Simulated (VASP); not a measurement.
A run of VASP 6.6.1 is set up as follows.

Contents of INCAR:

```
PREC     = Accurate       # precision mode
ENCUT    = 520            # plane-wave cutoff, eV
EDIFF    = 1E-7           # SCF threshold, eV
ISMEAR   = 0              # smearing method
SIGMA    = 0.02           # smearing width, eV
LREAL    = F              # projectors in reciprocal space
LASPH    = T              # aspherical terms in the spheres
NELM     = 80             # most SCF steps
ALGO     = Normal         # electronic algorithm
ISIF     = 2              # what is computed and relaxed
LWAVE    = F              # write WAVECAR
LCHARG   = F              # write CHGCAR
GGA      = PE             # functional
NBANDS   = 64             # bands
NELECT   = 104.0
```

File KPOINTS:

```
regular mesh
0
Gamma
  3 3 3
```

POSCAR

```
HW4S8
1.0
    3.1877473260     -5.5213403304      0.0000000000
   -3.1877473260     -5.5213403304      0.0000000000
    0.0000000000     -3.6808935536     -7.4744493696
W S H
4 8 1
Direct
    0.5040191036      0.4931233215      0.9979683628
   -0.0003082268      0.5005972204      0.9991153369
    0.5040205938      0.0048875581      0.9979668911
   -0.0076821694      0.0049141865      0.9978500932
    0.9047953876      0.9028545186      0.7865869055
    0.3988779607      0.8994411600      0.8022335430
    0.9047936122      0.4057631567      0.7865889123
    0.4019375667      0.4057198614      0.7866259719
    0.7623501574      0.7640284586      0.2104753036
    0.2649374629      0.7658629870      0.2033351120
    0.7623532434      0.2631439783      0.2104727616
    0.2630653949      0.2632096974      0.2105122294
    0.4612509451      0.9597957912      0.6191364435
```

Potentials or basis: VASP PAW PBE potentials, release 64 (W_sv, S, H).

Run with:

```console
$ cat potpaw_PBE.64/W_sv/POTCAR potpaw_PBE.64/S/POTCAR potpaw_PBE.64/H/POTCAR > POTCAR
$ mpirun -np 1 vasp_std > vasp.out
```

**Question.** What does it give for the largest force?

**Answer.** 0.087 eV/Å.

Forces in eV/Å, atoms in the order of the input:
```
W    0.011  0.006 -0.013
W    0.000  0.000 -0.001
W    0.000 -0.013 -0.013
W   -0.010  0.006 -0.014
S    0.001 -0.001  0.001
S    0.000  0.000  0.087
S    0.001  0.000  0.001
S    0.001  0.000  0.001
S    0.000 -0.001  0.003
S    0.000  0.000  0.002
S    0.001  0.000  0.003
S    0.001 -0.001  0.003
H   -0.007  0.004 -0.062
```

Caveat: the cell carries a net charge on a neutralising background, which shifts energy and pressure.
